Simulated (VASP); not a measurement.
The system is Sr2SeS.

```xyz
4
Lattice="2.1782 1.2576 7.1222 -2.1782 1.2576 7.1222 0.0000 -2.5151 7.1222" Properties=species:S:1:pos:R:3 pbc="T T T"
Sr    0.0000    0.0000    5.2815
Sr    0.0000    0.0000   16.0851
Se    0.0000    0.0000    0.0000
S     0.0000    0.0000   10.6833
```

| Item | Value |
| --- | --- |
| Program | VASP 6.6.1 |
| Task | relaxation of cell and atoms |
| Functional | PBEsol |
| Potentials or basis | VASP PAW PBE potentials, release 64 (Sr_sv, Se, S) |
| Cutoff | 600 eV |
| k mesh | 6 × 6 × 6 |
| Occupations | methfessel-paxton, width 0.02 eV |
| Spin | no spin polarisation |

At the start: pressure -1.6 GPa; volume 29.26 Å³/atom.

How do energy, volume and symmetry change on relaxing?

Over 7 steps the energy falls by 5.2 meV/atom and the volume is 28.26 Å³/atom (-3.4 %); space group R-3m (No. 166, to 0.1 Å) before and after.

Step by step:
```
step  energy change (eV)  largest force (eV/Å)  pressure (GPa)  volume (Å³)
   1              0.0000                0.0030           -1.60       117.05
   2             -0.0199                0.0104            0.37       112.18
   3             -0.0208                0.0079            0.00       113.00
   4             -0.0208                0.0077           -0.03       113.08
   5             -0.0208                0.0043           -0.03       113.08
   6             -0.0208                0.0008           -0.03       113.08
   7             -0.0208                0.0006           -0.02       113.04
```

Final structure:
```
Sr Se S
1.0
     2.15303    1.24305    7.03958
    -2.15303    1.24305    7.03958
     0.00000   -2.48611    7.03958
Sr Se S
2 1 1
Direct
  0.24715 0.24715 0.24715
  0.75285 0.75285 0.75285
  0.00000 0.00000 0.00000
  0.50000 0.50000 0.50000
```

Caveat: the PAW data sets were made with another functional, which shifts forces and pressure a little.
